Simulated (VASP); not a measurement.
Here is a VASP 6.6.1 calculation.

Contents of POSCAR:

```
GaP
1.0
    0.0000000000      2.6882430423      2.6882430423
    2.6882430423      0.0000000000      2.6882430423
    2.6882430423      2.6882430423      0.0000000000
Ga P
1 1
Direct
    0.0000000000      0.0000000000      0.0000000000
    0.7500000000      0.7500000000      0.7500000000
```

Contents of INCAR.step1:

```
PREC     = Accurate       # precision mode
ENCUT    = 520            # plane-wave cutoff, eV
ISMEAR   = 0              # smearing method
SIGMA    = 0.01           # smearing width, eV
LREAL    = False          # projectors in reciprocal space
LASPH    = True           # aspherical terms in the spheres
NELM     = 80             # most SCF steps
NBANDS   = 16             # bands
GGA      = PE             # functional
ALGO     = Normal         # electronic algorithm
EDIFF    = 1E-4           # SCF threshold, eV
LWAVE    = True           # write WAVECAR
LCHARG   = False          # write CHGCAR
```

File INCAR.step2:

```
PREC     = Accurate       # precision mode
ENCUT    = 520            # plane-wave cutoff, eV
EDIFF    = 1E-6           # SCF threshold, eV
ISMEAR   = 0              # smearing method
SIGMA    = 0.01           # smearing width, eV
LREAL    = False          # projectors in reciprocal space
LASPH    = True           # aspherical terms in the spheres
NELM     = 80             # most SCF steps
ALGO     = Normal         # electronic algorithm
ISIF     = 2              # what is computed and relaxed
LWAVE    = False          # write WAVECAR
LCHARG   = False          # write CHGCAR
METAGGA  = R2SCAN         # meta-GGA
LMIXTAU  = True         
NBANDS   = 16             # bands
ISTART   = 1
```

KPOINTS

```
regular mesh
0
Gamma
  8 8 8
```

Potentials or basis: VASP PAW PBE potentials, release 64 (Ga_d, P).

Run with:

```console
$ cat potpaw_PBE.64/Ga_d/POTCAR potpaw_PBE.64/P/POTCAR > POTCAR
$ cp INCAR.step1 INCAR
$ mpirun -np 1 vasp_std > vasp.out
$ cp INCAR.step2 INCAR
$ mpirun -np 1 vasp_std > vasp.out
```

(1) Estimate the pressure.

(2) Predict the band gap on the k mesh.

Answers

(1) 4.0 GPa.

(2) 1.83 eV (least direct gap 2.71 eV).

Caveat: the cell stands under pressure; the PAW data sets were made with another functional, which shifts forces and pressure a little.
